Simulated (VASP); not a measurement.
Write the native input for VASP 6.6.1 that does the following.

* Task: single point
* Functional: PBE
* Potentials or basis: VASP PAW PBE potentials, release 64 (Ga_d, P)
* Cutoff: 500 eV
* k mesh: 8 × 8 × 8
* Occupations: gaussian, width 0.02 eV
* Spin: no spin polarisation
* Dipole correction: no
* Further INCAR settings: ALGO = Normal; EDIFF = 1e-06; NBANDS = 16

The structure of GaP (m.b) lies in POSCAR:

```
GaP
1.0
    0.0000000000      2.7533028936      2.7533028936
    2.7533028936      0.0000000000      2.7533028936
    2.7533028936      2.7533028936      0.0000000000
Ga P
1 1
Direct
    0.0000000000      0.0000000000      0.0000000000
    0.2500000000      0.2500000000      0.2500000000
```

These files were run (other wordings do the same):

INCAR

```
SYSTEM = GaP
PREC = Accurate
ENCUT = 500
EDIFF = 1E-6
ISMEAR = 0
SIGMA = 0.02
LREAL = .FALSE.
LASPH = .TRUE.
NELM = 120
ALGO = Normal
ISIF = 2
LWAVE = .FALSE.
LCHARG = .FALSE.
GGA = PE
NBANDS = 16
GGA_COMPAT = .FALSE.
```

KPOINTS

```
regular mesh
0
G
  8 8 8
  0 0 0
```

Potentials or basis: VASP PAW PBE potentials, release 64 (Ga_d, P).

Command:

```sh
$ cat potpaw_PBE.64/Ga_d/POTCAR potpaw_PBE.64/P/POTCAR > POTCAR
$ mpirun -np 1 vasp_std > vasp.out
```

It gave:

The pressure is -0.1 GPa. The band gap on the k mesh is 1.57 eV, direct.

Wall time 8.3 s on 1 thread of AMD EPYC 9R45 (Zen 5), on a shared host, peak memory 0.13 GiB.
